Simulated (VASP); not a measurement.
Wanted: the native input for a VASP 6.6.1 run.

```
Task                   : single point
Functional             : PBE
Potentials or basis    : VASP PAW PBE potentials, release 64 (Si, Ge_d, Ru_pv)
Cutoff                 : 520 eV
k mesh                 : 3 × 3 × 4
Occupations            : gaussian, width 0.1 eV
Spin                   : no spin polarisation
Dipole correction      : no
Further INCAR settings : ALGO = Normal; EDIFF = 1e-06; NBANDS = 71
```

The structure of SiGe3Ru lies in POSCAR:

```
SiGe3Ru
1.0
    5.8601783150      0.0000000000      0.0000000000
   -2.9300891575      5.0750632915      0.0000000000
    0.0000000000      0.0000000000      5.8940354003
Si Ge Ru
2 6 2
Direct
    0.0000000000      0.0000000000      0.5000000000
    0.0000000000      0.0000000000      0.0000000000
    0.3687226718     -0.0432510022      0.7500000000
    0.5880263260      0.6312773282      0.7500000000
    1.0432510022      0.4119736740      0.7500000000
    1.0432510022      0.6312773282      0.2500000000
    0.3687226718      0.4119736740      0.2500000000
    0.5880263260     -0.0432510022      0.2500000000
    0.6666666667      0.3333333333      0.0000000000
    0.6666666667      0.3333333333      0.5000000000
```

The cell was generated, and may not be a known phase.

The input as run:

INCAR

```
SYSTEM = SiGe3Ru
PREC = Accurate
ENCUT = 520
EDIFF = 1E-6
ISMEAR = 0
SIGMA = 0.1
LREAL = .False.
LASPH = .True.
NELM = 80
ALGO = Normal
ISIF = 2
LWAVE = .False.
LCHARG = .True.
GGA = PE
LELF = .True.
LVHAR = .True.
NBANDS = 71
```

KPOINTS

```
regular mesh
0
Gamma
  3 3 4
  0 0 0
```

Potentials or basis: VASP PAW PBE potentials, release 64 (Si, Ge_d, Ru_pv).

Run with:

```bash
$ cat potpaw_PBE.64/Si/POTCAR potpaw_PBE.64/Ge_d/POTCAR potpaw_PBE.64/Ru_pv/POTCAR > POTCAR
$ mpirun -np 1 vasp_std > vasp.out
```

It gave:

```yaml
Pressure: 0.0 GPa
Largest_force: 0.029 eV/Å
Band_gap_on_the_k_mesh: zero (bands 60 and 61 overlap by 1.08 eV)
```

Caveat: the k points lie up to 0.41 Å⁻¹ apart, too coarse for converged energies and pressures of a metal.

It took 94 s on 1 thread of AMD EPYC 9R45 (Zen 5) (shared host), peak memory 0.33 GiB.
